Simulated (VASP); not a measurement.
# Al (a cell with a defect) in VASP: single point with LDA

Aim: the single point of Al (a cell with a defect) with LDA.

Program: VASP 6.6.1. These are calculated values, not measurements. Logs are shortened: lines on timing, memory, paths and dates and some standing lists are left out, and cuts for length are marked.

## Step 1: The cell of the first run

The cell holds a defect, 33 atoms: a = 8.100 Å, b = 8.100 Å, c = 8.100 Å, α = 90.00°, β = 90.00°, γ = 90.00°.

## Step 2: Single point, LDA

File INCAR:

```
SYSTEM = Al
PREC = Accurate
ENCUT = 520
EDIFF = 1E-6
ISMEAR = 0
SIGMA = 0.1
LREAL = Auto
LASPH = .TRUE.
NELM = 60
ALGO = Normal
ISIF = 2
LWAVE = .FALSE.
LCHARG = .FALSE.
GGA = CA
NBANDS = 72
```

File KPOINTS:

```
Automatic mesh
0
G
  2 2 2
  0 0 0
```

File POSCAR:

```
Al
1.0
    8.1000000000      0.0000000000      0.0000000000
    0.0000000000      8.1000000000      0.0000000000
    0.0000000000      0.0000000000      8.1000000000
Al
33
Direct
    0.5011955556     -0.0115767901      0.0122190123
    0.7421040741      0.2499376543     -0.0081077778
    0.7476940741      0.0523118519      0.2571753086
   -0.0104543210      0.0000080247      0.0034037037
    0.2424291358      0.2499329630      0.0022329630
    0.5011809877      0.5113955556      0.0121870370
    0.7359150617      0.7499045679     -0.0862662963
    0.2351279012      0.0102418519      0.2525006173
    0.4793453086      0.2499218519      0.2478551852
    0.7476598765      0.4476396296      0.2571718519
    0.4874629630      0.0112895062      0.5055774074
    0.7377292593      0.2499380247      0.5131928395
    0.7395051852      0.0173319753      0.7440007407
   -0.0104355556      0.4998560494      0.0034375309
    0.2481798765      0.7499061728      0.0046185185
    0.0068351852      0.2499535802      0.2514464198
    0.2351308642      0.4895825926      0.2525204938
    0.7028276543      0.7500016049      0.2116975309
   -0.0126998765      0.0061023457      0.5050432099
    0.2381883951      0.2499102469      0.5061965432
    0.4874324691      0.4885329630      0.5055954321
    0.7474683951      0.7499267901      0.5332023457
    0.2412819753      0.0029638272      0.7573893827
    0.4875948148      0.2499023457      0.7629740741
    0.7395160494      0.4825171605      0.7439987654
    0.0145517284      0.7499396296      0.2502328395
   -0.0126807407      0.4937618519      0.5050328395
    0.2055351852      0.7499516049      0.5200933333
   -0.0066938272      0.2499374074      0.7543106173
    0.2412570370      0.4968822222      0.7573762963
    0.4681937037      0.7499117284      0.7333204938
    0.0087495062      0.7499077778      0.7639902469
    0.4180572840      0.7498830864      0.2970102469
```

Potentials or basis: VASP PAW LDA potentials, release 64 (Al).

Started as:

```sh
$ cat potpaw_LDA.64/Al/POTCAR > POTCAR
$ mpirun -np 1 vasp_std > vasp.out
```

OUTCAR:

```text
SYSTEM = Al
   PREC = Accurate
   ENCUT = 520
   EDIFF = 1E-6
   ISMEAR = 0
   LREAL = Auto
   LASPH = .TRUE.
   NELM = 60
   ISIF = 2
   GGA = CA

 ion  position               nearest neighbor table
   1  0.501  0.988  0.012-  15 2.82   7 2.83   9 2.86   3 2.86   2 2.88   8 2.91  13 2.92  24 2.93
                            23 2.95   5 2.98  31 2.98  18 3.00  33 3.08
   2  0.742  0.250  0.992-   3 2.68  10 2.68  25 2.75  13 2.75  24 2.77  29 2.80   4 2.85  14 2.85
                             6 2.88   1 2.88   9 2.97  16 3.00
   3  0.748  0.052  0.257-  18 2.50  12 2.62  16 2.64   2 2.68   9 2.70  19 2.82   1 2.86   4 2.87
                            11 2.93  10 3.20  26 3.27  22 3.32
   4  0.990  0.000  0.003-  32 2.81   8 2.83   2 2.85  23 2.85  26 2.85  16 2.86  29 2.86   3 2.87
                             5 2.88  15 2.91  13 2.92   7 2.98
   5  0.242  0.250  0.002-   9 2.76  24 2.77  16 2.78  17 2.81   8 2.81  30 2.82  23 2.82  29 2.85
                            14 2.88   4 2.88   6 2.98   1 2.98
   6  0.501  0.511  0.012-  15 2.82   7 2.83   9 2.86  10 2.86   2 2.88  17 2.91  25 2.92  24 2.93
                            30 2.95   5 2.98  31 2.98  18 3.00  33 3.08
   7  0.736  0.750  0.914-  18 2.43  32 2.52  25 2.57  13 2.57  31 2.61   6 2.83   1 2.83  14 2.98
                             4 2.98  22 3.08
   8  0.235  0.010  0.253-  33 2.60  16 2.68  26 2.76   9 2.77   5 2.81  20 2.83   4 2.83  19 2.87
                            11 2.89   1 2.91  15 2.91  28 3.03
   9  0.479  0.250  0.248-   3 2.70  10 2.70   5 2.76  17 2.77   8 2.77  21 2.85  11 2.85   1 2.86
[... 19 lines left out ...]
  19  0.987  0.006  0.505-  28 2.73  13 2.79   3 2.82  29 2.82  12 2.83  20 2.83  22 2.85  16 2.85
                             8 2.87  23 2.90  26 2.93  32 2.96
  20  0.238  0.250  0.506-  16 2.79  21 2.79  11 2.80  29 2.82  17 2.83   8 2.83  19 2.83  27 2.83
                            23 2.85  30 2.85   9 2.86  24 2.90
  21  0.487  0.489  0.506-  33 2.77  20 2.79  12 2.80  25 2.81  31 2.81  24 2.84   9 2.85  30 2.85
                            17 2.89  10 2.93  22 2.99  28 3.12
  22  0.747  0.750  0.533-  18 2.63  13 2.76  25 2.76  31 2.78  32 2.82  19 2.85  27 2.85  11 2.99
                            21 2.99   7 3.08  26 3.15  33 3.28  10 3.32   3 3.32
  23  0.241  0.003  0.757-  31 2.76  32 2.78   5 2.82  28 2.82  24 2.83  29 2.83   4 2.85  11 2.85
                            20 2.85  15 2.87  19 2.90   1 2.95
  24  0.488  0.250  0.763-   2 2.77   5 2.77  13 2.78  25 2.78  23 2.83  30 2.83  21 2.84  11 2.84
                            12 2.86  20 2.90   6 2.93   1 2.93
  25  0.740  0.483  0.744-   7 2.57  12 2.65   2 2.75  22 2.76  24 2.78  29 2.79  27 2.79  21 2.81
                             6 2.92  14 2.92  32 3.08  31 3.09
  26  0.015  0.750  0.250-  18 2.54  28 2.68  15 2.75   8 2.76  17 2.76  14 2.85   4 2.85  19 2.93
                            27 2.93  22 3.15  10 3.27   3 3.27  33 3.29
  27  0.987  0.494  0.505-  28 2.73  25 2.79  10 2.82  29 2.82  12 2.83  20 2.83  22 2.85  16 2.85
                            17 2.87  30 2.90  26 2.93  32 2.96
  28  0.206  0.750  0.520-  33 2.50  32 2.54  26 2.68  19 2.73  27 2.73  31 2.74  23 2.82  30 2.82
                             8 3.03  17 3.03  11 3.12  21 3.12
  29  0.993  0.250  0.754-  25 2.79  13 2.79   2 2.80  20 2.82  27 2.82  19 2.82  30 2.83  23 2.83
                            12 2.85   5 2.85   4 2.86  14 2.86
  30  0.241  0.497  0.757-  31 2.76  32 2.78   5 2.82  28 2.82  24 2.83  29 2.83  14 2.85  21 2.85
                            20 2.85  15 2.87  27 2.90   6 2.95
  31  0.468  0.750  0.733-   7 2.61  28 2.74  30 2.76  23 2.76  22 2.78  21 2.81  11 2.81  15 2.83
                             6 2.98   1 2.98  25 3.09  13 3.09
[... 210 lines left out ...]
   GGA     = CA    functional components
   LHFCALC =     F    Hartree Fock is set to
   AEXX    =    0.0000 exact exchange contribution
   IVDW    =     0    specifies the selected vdW correction
   LEPSILON=     F    determine dielectric tensor
   LRPA    =     F    only Hartree local field effects (RPA)
 non-spin polarized calculation
 Gauss-broadening in eV      SIGMA  =   0.10
  energy-cutoff  :      520.00
  volume of cell :      531.44
 maximum number of plane-waves:     14400
   NGX = 31   NGY = 31   NGZ = 31

 number of electron      99.0000000 magnetization

 Free energy of the ion-electron system (eV)
  ---------------------------------------------------
  ext. energy  EPLUGINS =         0.00000000
  ---------------------------------------------------
  free energy    TOTEN  =      -136.41628221 eV

  energy without entropy =     -136.36555320  energy(sigma->0) =     -136.39091771

 E-fermi :   7.6691     XC(G=0): -10.4199

 val. band max:        7.6045173597   @ k =   0.5000   0.0000   0.0000
 cond. band min:       7.6703447293   @ k =   0.0000   0.0000   0.0000
 fundamental gap:      0.0658273696
 Fermi energy:         7.6690972161

 k-point     1 :       0.0000    0.0000    0.0000
  band No.  band energies     occupation
      1      -3.2548      2.00000
      2      -1.2516      2.00000
      3      -1.2097      2.00000
      4      -1.0152      2.00000
      5      -0.9017      2.00000
      6      -0.8821      2.00000
[... 501 lines left out ...]
     60      10.8880      0.00000
     61      10.9373      0.00000
 [bands above 61 left out]

------------------------ aborting loop because EDIFF is reached ----------------------------------------

  FORCE on cell =-STRESS in cart. coord.  units (eV):
  Direction    XX          YY          ZZ          XY          YZ          ZX
  --------------------------------------------------------------------------------------
  -------------------------------------------------------------------------------------
  Total        4.9399924      3.8809147      4.0255936      0.0014799      0.0013260     -2.0803229
  in kB       14.8929867     11.7001015     12.1362761      0.0044616      0.0039977     -6.2717143
  external PRESSURE =      12.9097881 kB  Pullay stress =       0.0000000 kB

 VOLUME and BASIS-vectors are now :
 -----------------------------------------------------------------------------
  energy-cutoff  :      520.00
  volume of cell :      531.44
      direct lattice vectors                 reciprocal lattice vectors
     8.100000000  0.000000000  0.000000000     0.123456790  0.000000000  0.000000000
     0.000000000  8.100000000  0.000000000     0.000000000  0.123456790  0.000000000
     0.000000000  0.000000000  8.100000000     0.000000000  0.000000000  0.123456790

 POSITION                                       TOTAL-FORCE (eV/Angst)
 -----------------------------------------------------------------------------------
      4.05968      8.00623      0.09897        -0.003143     -0.028079      0.036912
      6.01104      2.02449      8.03433        -0.020112     -0.000339     -0.002622
      6.05632      0.42373      2.08312        -0.013298      0.045599      0.028286
      8.01532      0.00007      0.02757        -0.022119     -0.021859      0.012689
      1.96368      2.02446      0.01809        -0.008467     -0.000300     -0.004432
      4.05957      4.14230      0.09871        -0.003321      0.028611      0.037017
[... 25 lines left out ...]
      0.07087      6.07425      6.18832        -0.055384      0.000892     -0.056381
      3.38626      6.07405      2.40578        -0.037080      0.001158     -0.314071
 -----------------------------------------------------------------------------------
    total drift:                               -0.001390     -0.001170      0.012864

  FREE ENERGIE OF THE ION-ELECTRON SYSTEM (eV)
  ---------------------------------------------------
  free  energy   TOTEN  =      -136.4162822128 eV

  energy  without entropy=     -136.3655531992  energy(sigma->0) =     -136.39091771
```

stdout:

```text
POSCAR found type information on POSCAR Al
 POSCAR found :  1 types and      33 ions
 scaLAPACK will be used
 LDA part: xc-table for (Slater(with rela. corr.)+CA(PZ))
 , standard interpolation
 POSCAR, INCAR and KPOINTS ok, starting setup
 FFT: planning ... GRIDC
 FFT: planning ... GRID_SOFT
 FFT: planning ... GRID
 WAVECAR not read
 entering main loop
```

It took 7 min on 1 thread of Intel Xeon 6975P-C, shared host; peak memory 0.46 GiB.

Results:

```
Free energy   : -136.4163 eV
Pressure      : 1.3 GPa
Largest force : 0.316 eV/Å
```

Forces on the atoms (eV/Å):
```
Al  -0.003 -0.028  0.037
Al  -0.020  0.000 -0.003
Al  -0.013  0.046  0.028
Al  -0.022 -0.022  0.013
Al  -0.008  0.000 -0.004
Al  -0.003  0.029  0.037
Al  -0.028  0.000  0.016
Al  -0.033  0.040 -0.027
Al  -0.014  0.000  0.016
Al  -0.014 -0.046  0.029
Al  -0.017 -0.089 -0.018
Al  -0.023  0.001  0.025
Al  -0.018 -0.008  0.009
Al  -0.022  0.021  0.013
Al  -0.056  0.001 -0.056
Al  -0.020  0.000  0.010
Al  -0.032 -0.040 -0.027
Al   0.207 -0.001  0.050
Al   0.011 -0.037  0.011
Al   0.006  0.000  0.003
Al  -0.016  0.088 -0.017
Al  -0.043  0.000  0.045
Al  -0.004 -0.012  0.012
Al  -0.018  0.001 -0.020
Al  -0.018  0.008  0.008
Al   0.136  0.000  0.089
Al   0.011  0.037  0.011
Al   0.179  0.000  0.069
Al  -0.006  0.000  0.001
Al  -0.003  0.011  0.012
Al  -0.002  0.001 -0.001
Al  -0.055  0.001 -0.056
Al  -0.037  0.001 -0.314
```

Levels at points of the mesh, in eV from the Fermi level:
| k point | band 47 | band 48 | band 49 | band 50 | band 51 | band 52 |
| --- | --- | --- | --- | --- | --- | --- |
| (0.00, 0.00, 0.00) | 0.00 | 0.29 | 0.52 | 0.55 | 0.61 | 0.66 |
| (0.50, 0.00, 0.00) | -0.26 | -0.19 | -0.15 | -0.06 | 0.04 | 0.26 |
| (0.00, 0.50, 0.00) | -0.28 | -0.17 | -0.13 | -0.07 | 0.01 | 0.31 |
| (0.00, 0.00, 0.50) | -0.28 | -0.25 | -0.21 | -0.11 | 0.11 | 0.29 |
| (0.50, 0.50, 0.00) | -0.41 | -0.31 | 0.59 | 0.64 | 0.87 | 0.96 |
| (0.00, 0.50, 0.50) | -0.41 | -0.33 | 0.62 | 0.70 | 0.86 | 0.90 |
| (0.50, 0.00, 0.50) | -0.41 | -0.28 | 0.64 | 0.66 | 0.88 | 0.93 |
| (0.50, 0.50, 0.50) | -0.57 | -0.57 | -0.51 | -0.49 | -0.42 | -0.42 |

Caveat: the k points lie up to 0.39 Å⁻¹ apart.
